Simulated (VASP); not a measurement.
# CsH (Pm-3m) in VASP: single point with LDA

Aim: the single point of CsH with LDA.

Everything below comes from runs of VASP 6.6.1. Logs are shortened: lines on timing, memory, paths and dates and some standing lists are left out, and cuts for length are marked.

**1. The cell of the first run**

Symmetry: Pm-3m, No. 221, cubic system. Conventional cell: a = 3.639 Å, b = 3.639 Å, c = 3.639 Å, α = 90.00°, β = 90.00°, γ = 90.00°. Cs (site symmetry m-3m) has 8 H at 3.15 Å and 6 Cs at 3.64 Å within 4.1 Å. Within 4.1 Å of H (site symmetry m-3m) lie 8 Cs at 3.15 Å and 6 H at 3.64 Å.

**2. Single point, LDA**

Contents of INCAR:

```
SYSTEM = CsH
PREC = Accurate ; ENCUT = 520
EDIFF = 1E-6 ; ISMEAR = 0
SIGMA = 0.01 ; LREAL = .False.
LASPH = .True. ; NELM = 60
ALGO = Normal ; ISIF = 2
LWAVE = .False. ; LCHARG = .False.
NBANDS = 12
```

Contents of KPOINTS:

```
regular mesh
0
Gamma
  8 8 8
  0 0 0
```

Contents of POSCAR:

```
CsH
1.0
    3.6385986723      0.0000000000      0.0000000000
    0.0000000000      3.6385986723      0.0000000000
    0.0000000000      0.0000000000      3.6385986723
Cs H
1 1
Direct
    0.0000000000      0.0000000000      0.0000000000
    0.5000000000      0.5000000000      0.5000000000
```

Potentials or basis: VASP PAW LDA potentials, release 64 (Cs_sv, H).

On the command line:

```
cat potpaw_LDA.64/Cs_sv/POTCAR potpaw_LDA.64/H/POTCAR > POTCAR
mpirun -np 1 vasp_std > vasp.out
```

OUTCAR:

```text
SYSTEM = CsH
   PREC = Accurate
   ENCUT = 520
   EDIFF = 1E-6
   ISMEAR = 0
   LREAL = .False.
   LASPH = .True.
   NELM = 60
   ISIF = 2

 ion  position               nearest neighbor table
   1  0.000  0.000  0.000-
   2  0.500  0.500  0.500-

  LATTYP: Found a simple cubic cell.
 ALAT       =     3.6385986723

  Lattice vectors:

 A1 = (   3.6385986723,   0.0000000000,   0.0000000000)
 A2 = (   0.0000000000,   3.6385986723,   0.0000000000)
 A3 = (   0.0000000000,   0.0000000000,   3.6385986723)

Analysis of symmetry for initial positions (statically):
=====================================================================
 Subroutine PRICEL returns:
 Original cell was already a primitive cell.

 Routine SETGRP: Setting up the symmetry group for a
 simple cubic supercell.

 Subroutine GETGRP returns: Found 48 space group operations
 (whereof 48 operations were pure point group operations)
 out of a pool of 48 trial point group operations.

The static configuration has the point symmetry O_h .

Analysis of symmetry for dynamics (positions and initial velocities):
=====================================================================
 Subroutine PRICEL returns:
 Original cell was already a primitive cell.

 Routine SETGRP: Setting up the symmetry group for a
 simple cubic supercell.

 Subroutine GETGRP returns: Found 48 space group operations
 (whereof 48 operations were pure point group operations)
 out of a pool of 48 trial point group operations.

The dynamic configuration has the point symmetry O_h .

 Subroutine INISYM returns: Found 48 space group operations
 (whereof 48 operations are pure point group operations),
 and found     1 'primitive' translations

----------------------------------------------------------------------------------------

                                     Primitive cell

  volume of cell :      48.1729

  direct lattice vectors                    reciprocal lattice vectors
     3.638598672  0.000000000  0.000000000     0.274831079  0.000000000  0.000000000
     0.000000000  3.638598672  0.000000000     0.000000000  0.274831079  0.000000000
     0.000000000  0.000000000  3.638598672     0.000000000  0.000000000  0.274831079

  length of vectors
     3.638598672  3.638598672  3.638598672     0.274831079  0.274831079  0.274831079

  position of ions in fractional coordinates (direct lattice)
     0.000000000  0.000000000  0.000000000
     0.500000000  0.500000000  0.500000000

  ion indices of the primitive-cell ions
   primitive index   ion index
                 1           1
                 2           2

----------------------------------------------------------------------------------------

 KPOINTS: regular mesh

Automatic generation of k-mesh.
 Grid dimensions read from file:
 generate k-points for:    8    8    8

 Generating k-lattice:

  Cartesian coordinates                     Fractional coordinates (reciprocal lattice)
     0.034353885  0.000000000  0.000000000     0.125000000  0.000000000  0.000000000
     0.000000000  0.034353885  0.000000000     0.000000000  0.125000000  0.000000000
     0.000000000  0.000000000  0.034353885     0.000000000  0.000000000  0.125000000

  Length of vectors
     0.034353885  0.034353885  0.034353885

  Shift w.r.t. Gamma in fractional coordinates (k-lattice)
     0.000000000  0.000000000  0.000000000

 Subroutine IBZKPT returns following result:
 ===========================================

 Found     35 irreducible k-points:

 Following reciprocal coordinates:
            Coordinates               Weight
  0.000000  0.000000  0.000000      1.000000
  0.125000  0.000000  0.000000      6.000000
  0.250000  0.000000  0.000000      6.000000
  0.375000  0.000000  0.000000      6.000000
  0.500000  0.000000  0.000000      3.000000
  0.125000  0.125000  0.000000     12.000000
[... 16 lines left out ...]
  0.375000  0.375000  0.125000     24.000000
  0.500000  0.375000  0.125000     24.000000
 [... further k-points ...]
   k-points           NKPTS =     35   k-points in BZ     NKDIM =     35   number of bands    NBANDS=     12
   number of dos      NEDOS =    301   number of ions     NIONS =      2
   total plane-waves  NPLWV =  21952
   dimension x,y,z NGX =    28 NGY =   28 NGZ =   28
   dimension x,y,z NGXF=    56 NGYF=   56 NGZF=   56
   ions per type =               1   1
   NGX,Y,Z   is equivalent  to a cutoff of  12.79, 12.79, 12.79 a.u.
   NGXF,Y,Z  is equivalent  to a cutoff of  25.59, 25.59, 25.59 a.u.
 SYSTEM =  CsH
   PREC   = accura    normal or accurate (medium, high low for compatibility)
   ISTART =      0    job   : 0-new  1-cont  2-samecut
   ICHARG =      2    charge: 1-file 2-atom 10-const
   ISPIN  =      1    spin polarized calculation?
   LNONCOLLINEAR =      F non collinear calculations
   LSORBIT =      F    spin-orbit coupling
   LASPH  =      T    aspherical Exc in radial PAW
   ENCUT  =  520.0 eV  38.22 Ry    6.18 a.u.   6.77  6.77  6.77*2*pi/ulx,y,z
   NELM   =     60;   NELMIN=  2; NELMDL= -5     # of ELM steps
   EDIFF  = 0.1E-05   stopping-criterion for ELM
   LREAL  =      F    real-space projection
   EDIFFG = 0.1E-04   stopping-criterion for IOM
   NSW    =      0    number of steps for IOM
   IBRION =     -1    ionic relax: 0-MD 1-quasi-New 2-CG
   NFREE  =      0    steps in history (QN), initial steepest desc. (CG)
   ISIF   =      2    stress and relaxation
   ISYM   =      2    0-nonsym 1-usesym 2-fastsym
   POTIM  = 0.5000    time-step for ionic-motion
   TEBEG  =    0.0;   TEEND  =   0.0 temperature during run
   PSTRESS=    0.0 pullay stress
   NELECT =      10.0000    total number of electrons
   NUPDOWN=      -1.0000    fix difference up-down
   EMIN   =  10.00;   EMAX   =-10.00  energy-range for DOS
   EFERMI =   0.00;   METHOD = LEGACY
   ISMEAR =     0;   SIGMA  =   0.01  broadening in eV -4-tet -1-fermi 0-gaus
   EFERMI_NEDOS =   21; number of points for ismear=-14 and -15
   IALGO  =     38    algorithm
   IMIX   =      4    mixing-type and parameters
     AMIX     =   0.40;   BMIX     =  1.00
     AMIX_MAG =   1.60;   BMIX_MAG =  1.00
  volume/ion in A,a.u.               =      24.09       162.54
  Fermi-wavevector in a.u.,A,eV,Ry     =   0.969335  1.831778 12.784181  0.939611
  Thomas-Fermi vector in A             =   2.099379
   LORBIT       =      0    0 simple, 1 ext, 2 COOP (PROOUT), +10 PAW based schemes
   GGA     = CA    functional components
   LHFCALC =     F    Hartree Fock is set to
   AEXX    =    0.0000 exact exchange contribution
   IVDW    =     0    specifies the selected vdW correction
   LEPSILON=     F    determine dielectric tensor
   LRPA    =     F    only Hartree local field effects (RPA)
 non-spin polarized calculation
 Gauss-broadening in eV      SIGMA  =   0.01
  energy-cutoff  :      520.00
  volume of cell :       48.17
 maximum number of plane-waves:      1328
 NGX is ok and might be reduce to    28
   NGX = 13   NGY = 13   NGZ = 13

 number of electron      10.0000000 magnetization

 number of electron       9.9999999 magnetization

 Free energy of the ion-electron system (eV)
  ---------------------------------------------------
  ext. energy  EPLUGINS =         0.00000000
  ---------------------------------------------------
  free energy    TOTEN  =        -4.95160211 eV

  energy without entropy =       -4.95160211  energy(sigma->0) =       -4.95160211

 E-fermi :   1.3799     XC(G=0):  -8.7495

 val. band max:        1.2464314352   @ k =   0.5000   0.5000   0.5000
 cond. band min:       3.5991630891   @ k =   0.5000   0.5000   0.5000
 fundamental gap:      2.3527316538
 Fermi energy:         1.3799021951

 k-point     1 :       0.0000    0.0000    0.0000
  band No.  band energies     occupation
      1     -20.5606      2.00000
      2      -6.2948      2.00000
      3      -6.2948      2.00000
      4      -6.2948      2.00000
      5      -0.9486      2.00000
      6       4.3180      0.00000
      7       4.3180      0.00000
      8       9.4783      0.00000
      9      11.5025      0.00000
     10      11.5025      0.00000
     11      11.5025      0.00000
     12      12.3330      0.00000

 k-point     2 :       0.1250    0.0000    0.0000
  band No.  band energies     occupation
      1     -20.5246      2.00000
      2      -6.7063      2.00000
      3      -6.2617      2.00000
      4      -6.2617      2.00000
      5      -0.6337      2.00000
      6       4.4261      0.00000
      7       4.7517      0.00000
      8       8.8735      0.00000
      9      10.1659      0.00000
     10      10.1659      0.00000
     11      11.5738      0.00000
     12      12.8854      0.00000

 k-point     3 :       0.2500    0.0000    0.0000
  band No.  band energies     occupation
      1     -20.4354      2.00000
      2      -7.5318      2.00000
      3      -6.1800      2.00000
      4      -6.1800      2.00000
      5       0.0445      2.00000
      6       4.7170      0.00000
      7       5.1343      0.00000
      8       8.7543      0.00000
      9       8.7543      0.00000
     10       8.8623      0.00000
     11      11.7575      0.00000
     12      12.8941      0.00000
[... 286 lines left out ...]
 k-point    23 :       0.3750    0.3750    0.1250
  band No.  band energies     occupation
      1     -20.1015      2.00000
      2      -7.8204      2.00000
      3      -7.7497      2.00000
      4      -6.2374      2.00000
      5       0.1386      2.00000
      6       5.5358      0.00000
      7       6.8020      0.00000
      8       6.8048      0.00000
      9       8.5751      0.00000
     10       9.9211      0.00000
     11       9.9816      0.00000
     12      12.9027      0.00000

 k-point    24 :       0.5000    0.3750    0.1250
  band No.  band energies     occupation
      1     -20.0641      2.00000
      2      -8.0256      2.00000
      3      -7.7140      2.00000
      4      -6.1995      2.00000
      5      -0.0218      2.00000
      6       6.0268      0.00000
      7       6.0880      0.00000
      8       7.1661      0.00000
      9       8.0328      0.00000
     10      10.1024      0.00000
     11      10.5972      0.00000
     12      13.3009      0.00000

 [... further k-points ...]

------------------------ aborting loop because EDIFF is reached ----------------------------------------

  FORCE on cell =-STRESS in cart. coord.  units (eV):
  Direction    XX          YY          ZZ          XY          YZ          ZX
  --------------------------------------------------------------------------------------
  -------------------------------------------------------------------------------------
  Total        0.0426204      0.0426204      0.0426204     -0.0000000     -0.0000000     -0.0000000
  in kB        1.4175092      1.4175092      1.4175092     -0.0000000     -0.0000000     -0.0000000
  external PRESSURE =       1.4175092 kB  Pullay stress =       0.0000000 kB

 VOLUME and BASIS-vectors are now :
 -----------------------------------------------------------------------------
  energy-cutoff  :      520.00
  volume of cell :       48.17
      direct lattice vectors                 reciprocal lattice vectors
     3.638598672  0.000000000  0.000000000     0.274831079  0.000000000  0.000000000
     0.000000000  3.638598672  0.000000000     0.000000000  0.274831079  0.000000000
     0.000000000  0.000000000  3.638598672     0.000000000  0.000000000  0.274831079

 POSITION                                       TOTAL-FORCE (eV/Angst)
 -----------------------------------------------------------------------------------
      0.00000      0.00000      0.00000         0.000000      0.000000      0.000000
      1.81930      1.81930      1.81930         0.000000      0.000000      0.000000
 -----------------------------------------------------------------------------------
    total drift:                                0.000000      0.000000      0.000000

  FREE ENERGIE OF THE ION-ELECTRON SYSTEM (eV)
  ---------------------------------------------------
  free  energy   TOTEN  =        -4.9516021136 eV

  energy  without entropy=       -4.9516021136  energy(sigma->0) =       -4.95160211
```

Wall time 23 s (1 thread of Intel Xeon 8259CL, shared host); peak memory 0.15 GiB.

What came out:

| Item | Value |
| --- | --- |
| Free energy | -4.9516 eV |
| Pressure | 0.1 GPa |
| Band gap on the k mesh | 2.35 eV |

Caveat: spin-orbit coupling is left out, which moves the levels of the heavy elements. A k mesh can miss the band edges.
